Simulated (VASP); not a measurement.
# Mg3CdSe4 (P1) in VASP: relaxation of cell and atoms with PBE

Aim: the relaxation of cell and atoms of Mg3CdSe4 with PBE.

Program: VASP 6.6.1. These are calculated values, not measurements. Logs are shortened: lines on timing, memory, paths and dates and some standing lists are left out, and cuts for length are marked.

### 1 The cell of the first run

The typed cell holds 8 atoms: a = 3.916 Å, b = 3.969 Å, c = 11.181 Å, α = 90.33°, β = 90.22°, γ = 90.00°.

### 2 Relaxation of cell and atoms, PBE

Input file INCAR:

```
SYSTEM = Mg3CdSe4
PREC = Accurate
ENCUT = 600
EDIFF = 1E-6
ISMEAR = 0
SIGMA = 0.1
LREAL = .False.
LASPH = .True.
NELM = 80
ALGO = Normal
ISIF = 3
LWAVE = .False.
LCHARG = .False.
GGA = PE
IBRION = 2
NSW = 80
EDIFFG = -0.025
```

Input file KPOINTS:

```
Automatic mesh
0
Gamma
  4 4 2
  0 0 0
```

Input file POSCAR:

```
Mg3CdSe4
1.0
    3.9156865933     -0.0001129991     -0.0076031334
   -0.0001129991      3.9689475171     -0.0115086995
   -0.0215512486     -0.0326216617     11.1805736276
Mg Cd Se
3 1 4
Direct
    0.5003077817      0.4885102858      0.2459337447
   -0.0053651477      0.0272329687      0.4992080098
    0.5046334070      0.4969508704      0.7506261905
    0.0044952045     -0.0349477455      0.0006527353
    0.0096062714      0.0010992735      0.2594794303
    0.4904364796      0.5126805589      0.4985766636
   -0.0091467561      0.0045574805      0.7499483191
    0.5050327595      0.5039163077     -0.0044250934
```

Potentials or basis: VASP PAW PBE potentials, release 64 (Mg, Cd, Se).

Started as:

```bash
$ cat potpaw_PBE.64/Mg/POTCAR potpaw_PBE.64/Cd/POTCAR potpaw_PBE.64/Se/POTCAR > POTCAR
$ mpirun -np 1 vasp_std > vasp.out
```

OUTCAR:

```text
SYSTEM = Mg3CdSe4
   PREC = Accurate
   ENCUT = 600
   EDIFF = 1E-6
   ISMEAR = 0
   LREAL = .False.
   LASPH = .True.
   NELM = 80
   ISIF = 3
   GGA = PE
   IBRION = 2
   NSW = 80
   EDIFFG = -0.025

 ion  position               nearest neighbor table
   1  0.500  0.489  0.246-   5 2.73   5 2.78   8 2.80   5 2.80   6 2.83   5 2.85
   2  0.995  0.027  0.499-   5 2.68   6 2.74   6 2.76   7 2.81   6 2.82   6 2.84
   3  0.505  0.497  0.751-   7 2.73   8 2.74   7 2.77   7 2.80   6 2.82   7 2.85
   4  0.004  0.965  0.001-   8 2.68   8 2.68   7 2.81   5 2.90   8 2.90   8 2.90
   5  0.010  0.001  0.259-   2 2.68   1 2.73   1 2.78   1 2.80   1 2.85   4 2.90
   6  0.490  0.513  0.499-   2 2.74   2 2.76   2 2.82   3 2.82   1 2.83   2 2.84
   7  0.991  0.005  0.750-   3 2.73   3 2.77   3 2.80   2 2.81   4 2.81   3 2.85
   8  0.505  0.504  0.996-   4 2.68   4 2.68   3 2.74   1 2.80   4 2.90   4 2.90

  LATTYP: Found a triclinic cell.
 ALAT       =    11.8424297316
 B/A-ratio  =     0.3351477944
 C/A-ratio  =     0.3306495428
 COS(alpha) =     0.0000516982
 COS(beta)  =     0.0036702655
 COS(gamma) =     0.3296556004

  Lattice vectors:

 A1 = (  -0.0216642477,   3.9363258554,  11.1690649281)
 A2 = (  -0.0001129991,   3.9689475171,  -0.0115086995)
 A3 = (  -3.9156865933,   0.0001129991,   0.0076031334)

Analysis of symmetry for initial positions (statically):
=====================================================================
 Subroutine PRICEL returns:
 Original cell was already a primitive cell.

 Routine SETGRP: Setting up the symmetry group for a
 triclinic supercell.

 Subroutine GETGRP returns: Found  1 space group operations
 (whereof  1 operations were pure point group operations)
 out of a pool of  2 trial point group operations.

The static configuration has the point symmetry C_1 .

Analysis of symmetry for dynamics (positions and initial velocities):
=====================================================================
 Subroutine PRICEL returns:
 Original cell was already a primitive cell.

 Routine SETGRP: Setting up the symmetry group for a
 triclinic supercell.

 Subroutine GETGRP returns: Found  1 space group operations
 (whereof  1 operations were pure point group operations)
 out of a pool of  2 trial point group operations.

The dynamic configuration has the point symmetry C_1 .

 Subroutine INISYM returns: Found  1 space group operations
 (whereof  1 operations are pure point group operations),
 and found     1 'primitive' translations

----------------------------------------------------------------------------------------

                                     Primitive cell

  volume of cell :     173.7569

  direct lattice vectors                    reciprocal lattice vectors
     3.915686593 -0.000112999 -0.007603133     0.255384010  0.000008698  0.000492294
    -0.000112999  3.968947517 -0.011508700     0.000008698  0.251958097  0.000735157
    -0.021551249 -0.032621662 11.180573628     0.000173678  0.000259358  0.089441941

  length of vectors
     3.915693976  3.968964204 11.180641988     0.255384485  0.251959169  0.089442485

  position of ions in fractional coordinates (direct lattice)
     0.500307782  0.488510286  0.245933745
     0.994634852  0.027232969  0.499208010
     0.504633407  0.496950870  0.750626191
     0.004495205  0.965052255  0.000652735
     0.009606271  0.001099274  0.259479430
     0.490436480  0.512680559  0.498576664
     0.990853244  0.004557480  0.749948319
     0.505032759  0.503916308  0.995574907

  ion indices of the primitive-cell ions
   primitive index   ion index
                 1           1
                 2           2
                 3           3
                 4           4
                 5           5
                 6           6
                 7           7
                 8           8

----------------------------------------------------------------------------------------

 KPOINTS: Automatic mesh

Automatic generation of k-mesh.
 Grid dimensions read from file:
 generate k-points for:    4    4    2

 Generating k-lattice:

  Cartesian coordinates                     Fractional coordinates (reciprocal lattice)
     0.063846002  0.000002175  0.000123073     0.250000000 -0.000000000  0.000000000
     0.000002175  0.062989524  0.000183789     0.000000000  0.250000000  0.000000000
     0.000086839  0.000129679  0.044720970     0.000000000 -0.000000000  0.500000000

  Length of vectors
     0.063846121  0.062989792  0.044721243

  Shift w.r.t. Gamma in fractional coordinates (k-lattice)
     0.000000000  0.000000000  0.000000000

 Subroutine IBZKPT returns following result:
 ===========================================

 Found     20 irreducible k-points:

 Following reciprocal coordinates:
            Coordinates               Weight
  0.000000  0.000000  0.000000      1.000000
  0.250000  0.000000  0.000000      2.000000
  0.500000  0.000000  0.000000      1.000000
 -0.000000  0.250000  0.000000      2.000000
  0.250000  0.250000  0.000000      2.000000
  0.500000  0.250000 -0.000000      2.000000
[... 12 lines left out ...]
  0.250000  0.500000  0.500000      2.000000
  0.500000  0.500000  0.500000      1.000000
   k-points           NKPTS =     20   k-points in BZ     NKDIM =     20   number of bands    NBANDS=     26
   number of dos      NEDOS =    301   number of ions     NIONS =      8
   total plane-waves  NPLWV =  92160
   dimension x,y,z NGX =    32 NGY =   32 NGZ =   90
   dimension x,y,z NGXF=    64 NGYF=   64 NGZF=  180
   ions per type =               3   1   4
   NGX,Y,Z   is equivalent  to a cutoff of  13.59, 13.40, 13.38 a.u.
   NGXF,Y,Z  is equivalent  to a cutoff of  27.17, 26.81, 26.76 a.u.
 SYSTEM =  Mg3CdSe4
   PREC   = accura    normal or accurate (medium, high low for compatibility)
   ISTART =      0    job   : 0-new  1-cont  2-samecut
   ICHARG =      2    charge: 1-file 2-atom 10-const
   ISPIN  =      1    spin polarized calculation?
   LNONCOLLINEAR =      F non collinear calculations
   LSORBIT =      F    spin-orbit coupling
   LASPH  =      T    aspherical Exc in radial PAW
   ENCUT  =  600.0 eV  44.10 Ry    6.64 a.u.   7.82  7.93 22.33*2*pi/ulx,y,z
   NELM   =     80;   NELMIN=  2; NELMDL= -5     # of ELM steps
   EDIFF  = 0.1E-05   stopping-criterion for ELM
   LREAL  =      F    real-space projection
   EDIFFG = -.3E-01   stopping-criterion for IOM
   NSW    =     80    number of steps for IOM
   IBRION =      2    ionic relax: 0-MD 1-quasi-New 2-CG
   NFREE  =      1    steps in history (QN), initial steepest desc. (CG)
   ISIF   =      3    stress and relaxation
   ISYM   =      2    0-nonsym 1-usesym 2-fastsym
   POTIM  = 0.5000    time-step for ionic-motion
   TEBEG  =    0.0;   TEEND  =   0.0 temperature during run
   PSTRESS=    0.0 pullay stress
   NELECT =      42.0000    total number of electrons
   NUPDOWN=      -1.0000    fix difference up-down
   EMIN   =  10.00;   EMAX   =-10.00  energy-range for DOS
   EFERMI =   0.00;   METHOD = LEGACY
   ISMEAR =     0;   SIGMA  =   0.10  broadening in eV -4-tet -1-fermi 0-gaus
   EFERMI_NEDOS =   21; number of points for ismear=-14 and -15
   IALGO  =     38    algorithm
   IMIX   =      4    mixing-type and parameters
     AMIX     =   0.40;   BMIX     =  1.00
     AMIX_MAG =   1.60;   BMIX_MAG =  1.00
  volume/ion in A,a.u.               =      21.72       146.57
  Fermi-wavevector in a.u.,A,eV,Ry     =   1.019790  1.927123 14.149662  1.039971
  Thomas-Fermi vector in A             =   2.153323
   LORBIT       =      0    0 simple, 1 ext, 2 COOP (PROOUT), +10 PAW based schemes
   GGA     = PE    functional components
   LHFCALC =     F    Hartree Fock is set to
   AEXX    =    0.0000 exact exchange contribution
   IVDW    =     0    specifies the selected vdW correction
   LEPSILON=     F    determine dielectric tensor
   LRPA    =     F    only Hartree local field effects (RPA)
 conjugate gradient relaxation of ions
 non-spin polarized calculation
 Gauss-broadening in eV      SIGMA  =   0.10
  energy-cutoff  :      600.00
  volume of cell :      173.76
 maximum number of plane-waves:      5828
   NGX = 15   NGY = 15   NGZ = 45

--------------------------------------- Ionic step        1  -------------------------------------------

 number of electron      42.0000000 magnetization

 Free energy of the ion-electron system (eV)
  ---------------------------------------------------
  ext. energy  EPLUGINS =         0.00000000
  ---------------------------------------------------
  free energy    TOTEN  =       -27.36399758 eV

  energy without entropy =      -27.36398703  energy(sigma->0) =      -27.36399230

------------------------ aborting loop because EDIFF is reached ----------------------------------------

  FORCE on cell =-STRESS in cart. coord.  units (eV):
  Direction    XX          YY          ZZ          XY          YZ          ZX
  --------------------------------------------------------------------------------------
  -------------------------------------------------------------------------------------
  Total        1.3764502      0.0786965     -0.4376451      0.0327173      0.2166311      0.1743094
  in kB       12.6919692      0.7256442     -4.0354372      0.3016797      1.9975117      1.6072717
  external PRESSURE =       3.1273921 kB  Pullay stress =       0.0000000 kB
[... 107 lines left out ...]
  FREE ENERGIE OF THE ION-ELECTRON SYSTEM (eV)
  ---------------------------------------------------
  free  energy   TOTEN  =       -27.4300730178 eV

  energy  without entropy=      -27.4300601060  energy(sigma->0) =      -27.43006656

[... ionic steps 4 to 16 ...]

--------------------------------------- Ionic step       17  -------------------------------------------

 number of electron      42.0000003 magnetization

------------------------ aborting loop because EDIFF is reached ----------------------------------------

  FORCE on cell =-STRESS in cart. coord.  units (eV):
  Direction    XX          YY          ZZ          XY          YZ          ZX
  --------------------------------------------------------------------------------------
  -------------------------------------------------------------------------------------
  Total        0.1233864      0.0170883     -0.1151183      0.0057363     -0.0133255     -0.0050599
  in kB        1.1374807      0.1575344     -1.0612584      0.0528820     -0.1228453     -0.0466462
  external PRESSURE =       0.0779189 kB  Pullay stress =       0.0000000 kB
[... 69 lines left out ...]
  energy  without entropy=      -27.4549676631  energy(sigma->0) =      -27.45504684

--------------------------------------- Ionic step       19  -------------------------------------------

 number of electron      42.0000005 magnetization

 Free energy of the ion-electron system (eV)
  ---------------------------------------------------
  ext. energy  EPLUGINS =         0.00000000
  ---------------------------------------------------
  free energy    TOTEN  =       -27.45558038 eV

  energy without entropy =      -27.45544785  energy(sigma->0) =      -27.45551412

 E-fermi :   3.1718     XC(G=0):  -9.5040

 val. band max:        2.9588454094   @ k =  -0.0000   0.5000   0.0000
 cond. band min:       3.3548052818   @ k =   0.5000   0.5000   0.0000
 fundamental gap:      0.3959598724
 Fermi energy:         3.1717860963

 k-point     1 :       0.0000    0.0000    0.0000
  band No.  band energies     occupation
      1     -10.0406      2.00000
      2      -9.5507      2.00000
      3      -9.3989      2.00000
      4      -8.8031      2.00000
      5      -5.1275      2.00000
      6      -5.0282      2.00000
[... 604 lines left out ...]
  FREE ENERGIE OF THE ION-ELECTRON SYSTEM (eV)
  ---------------------------------------------------
  free  energy   TOTEN  =       -27.4555803840 eV

  energy  without entropy=      -27.4554478526  energy(sigma->0) =      -27.45551412

 reached required accuracy - stopping structural energy minimisation
```

It took 26 min on 1 thread of Intel Xeon 8259CL, shared host; peak memory 0.38 GiB.

Results:

* Free energy: -27.4556 eV
* Relaxed volume: 21.75 Å³/atom
* Relaxed cell: a = 3.956 Å, b = 3.957 Å, c = 11.117 Å, α = 90.00°, β = 90.00°, γ = 90.01°
* Space group after relaxing (to 0.1 Å): P4/mmm (No. 123)
* Energy gained by relaxing: 11.4 meV/atom
* Ionic steps: 19
* Pressure after relaxing: -0.1 GPa
* Largest force after relaxing: 0.022 eV/Å
* Band gap on the k mesh: 0.40 eV (least direct gap 0.92 eV)

Forces in eV/Å, atoms in the order of the input:
```
Mg  -0.001  0.002 -0.006
Mg   0.003 -0.016 -0.001
Mg   0.003 -0.002  0.001
Cd  -0.003  0.010  0.000
Se  -0.003 -0.001  0.021
Se   0.003 -0.001 -0.015
Se  -0.001 -0.004  0.007
Se  -0.002  0.012 -0.007
```

Step by step:
| step | energy change (eV) | largest force (eV/Å) | pressure (GPa) | volume (Å³) |
| --- | --- | --- | --- | --- |
| 1 | 0.0000 | 0.5242 | 0.31 | 173.76 |
| 2 | -0.0436 | 0.3200 | -0.21 | 174.82 |
| 3 | -0.0661 | 0.1487 | -0.84 | 176.43 |
| 4 | -0.0775 | 0.1136 | 0.26 | 173.14 |
| 5 | -0.0777 | 0.1174 | 0.15 | 173.48 |
| 6 | -0.0825 | 0.0909 | 0.11 | 173.54 |
| 7 | -0.0849 | 0.0709 | 0.07 | 173.62 |
| 8 | -0.0866 | 0.0583 | -0.07 | 174.02 |
| 9 | -0.0875 | 0.0443 | -0.26 | 174.57 |
| 10 | -0.0885 | 0.0420 | -0.11 | 174.15 |
| 11 | -0.0888 | 0.0445 | 0.01 | 173.82 |
| 12 | -0.0888 | 0.0460 | 0.03 | 173.74 |
| 13 | -0.0893 | 0.0366 | 0.04 | 173.71 |
| 14 | -0.0902 | 0.0309 | 0.07 | 173.61 |
| 15 | -0.0901 | 0.0558 | 0.14 | 173.43 |
| 16 | -0.0905 | 0.0281 | 0.10 | 173.53 |
| 17 | -0.0909 | 0.0272 | 0.01 | 173.79 |
| 18 | -0.0911 | 0.0290 | -0.13 | 174.18 |
| 19 | -0.0916 | 0.0216 | -0.07 | 174.03 |

Final structure:
```xyz
8
Lattice="3.9557 -0.0002 0.0002 -0.0002 3.9574 0.0000 0.0000 -0.0005 11.1170" Properties=species:S:1:pos:R:3 pbc="T T T"
Mg    1.9797    1.9767    2.8178
Mg    3.9505    0.0176    5.5566
Mg    1.9752    1.9824    8.3053
Cd    0.0046    3.9378   11.1138
Se    0.0017    3.9571    2.8383
Se    1.9744    1.9875    5.5617
Se    3.9546    0.0037    8.2727
Se    1.9812    1.9638    0.0024
```

Levels at points of the mesh, in eV from the valence-band top:
| k point | band 17 | band 18 | band 19 | band 20 | band 21 | band 22 | band 23 | band 24 | band 25 | band 26 |
| --- | --- | --- | --- | --- | --- | --- | --- | --- | --- | --- |
| (0.00, 0.00, 0.00) | -1.23 | -1.23 | -0.41 | -0.35 | -0.34 | 0.57 | 1.66 | 3.36 | 3.47 | 4.01 |
| (0.50, 0.00, 0.00) | -0.83 | -0.82 | -0.81 | -0.38 | 0.00 | 3.30 | 3.35 | 4.19 | 4.24 | 5.49 |
| (0.00, 0.50, 0.00) | -0.83 | -0.81 | -0.81 | -0.38 | 0.00 | 3.31 | 3.35 | 4.20 | 4.24 | 5.50 |
| (0.50, 0.50, 0.00) | -2.74 | -2.05 | -2.00 | -1.94 | -1.94 | 0.40 | 1.35 | 3.87 | 3.95 | 4.20 |
| (0.00, 0.00, 0.50) | -1.55 | -0.80 | -0.80 | -0.53 | -0.52 | 1.04 | 1.98 | 2.98 | 3.24 | 4.08 |
| (0.50, 0.00, 0.50) | -1.19 | -0.89 | -0.84 | -0.82 | 0.00 | 3.91 | 4.14 | 4.14 | 4.23 | 4.83 |
| (0.00, 0.50, 0.50) | -1.19 | -0.88 | -0.84 | -0.81 | 0.00 | 3.91 | 4.14 | 4.14 | 4.23 | 4.83 |
| (0.50, 0.50, 0.50) | -2.49 | -2.42 | -2.42 | -2.28 | -2.28 | 1.21 | 2.41 | 2.44 | 2.59 | 4.88 |

Caveat: semilocal functionals underestimate gaps, and a narrow one can read as zero.
